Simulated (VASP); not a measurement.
Set up this calculation in VASP 6.6.1, as the native input.

```yaml
Task: single point
Functional: PBE
Potentials_or_basis: VASP PAW PBE potentials, release 64 (B, P)
Cutoff: 520 eV
k_mesh: 6 × 6 × 4
Occupations: gaussian, width 0.1 eV
Spin: no spin polarisation
Dipole_correction: no
Further_INCAR_settings: ALGO = Normal; EDIFF = 1e-06; NBANDS = 21
```

The structure of BP lies in POSCAR:

```
BP
1.0
    3.0683871800      0.0000000000      0.0000000000
   -1.5341935900      2.6573012500      0.0000000000
    0.0000000000      0.0000000000      6.7198668100
B P
3 3
Direct
    0.0000000000      0.5000000000      0.1666666700
    0.5000000000      0.5000000000      0.8333333300
    0.5000000000      0.0000000000      0.5000000000
    0.5000000000      0.5000000000      0.3333333300
    0.5000000000      0.0000000000      0.0000000000
    0.0000000000      0.5000000000      0.6666666700
```

The input as run:

INCAR

```
SYSTEM = BP
PREC = Accurate
ENCUT = 520
EDIFF = 1E-6
ISMEAR = 0
SIGMA = 0.1
LREAL = .FALSE.
LASPH = .TRUE.
NELM = 80
ALGO = Normal
ISIF = 2
LWAVE = .FALSE.
LCHARG = .FALSE.
GGA = PE
NBANDS = 21
```

KPOINTS

```
Automatic mesh
0
G
  6 6 4
  0 0 0
```

Potentials or basis: VASP PAW PBE potentials, release 64 (B, P).

The run is started by

```sh
$ cat potpaw_PBE.64/B/POTCAR potpaw_PBE.64/P/POTCAR > POTCAR
$ mpirun -np 1 vasp_std > vasp.out
```

Results of the run:

* Pressure: 40.9 GPa
* Band gap on the k mesh: zero (band 12 reaches 11.22 eV, above the bottom of band 13 at 10.65 eV)

Caveat: the k points lie up to 0.39 Å⁻¹ apart.

Wall time 17 s on 1 thread of Intel(R) Xeon(R) Platinum 8175M CPU @ 2.50GHz (Skylake/Cascade Lake), with other jobs on the host, peak memory 0.17 GiB.
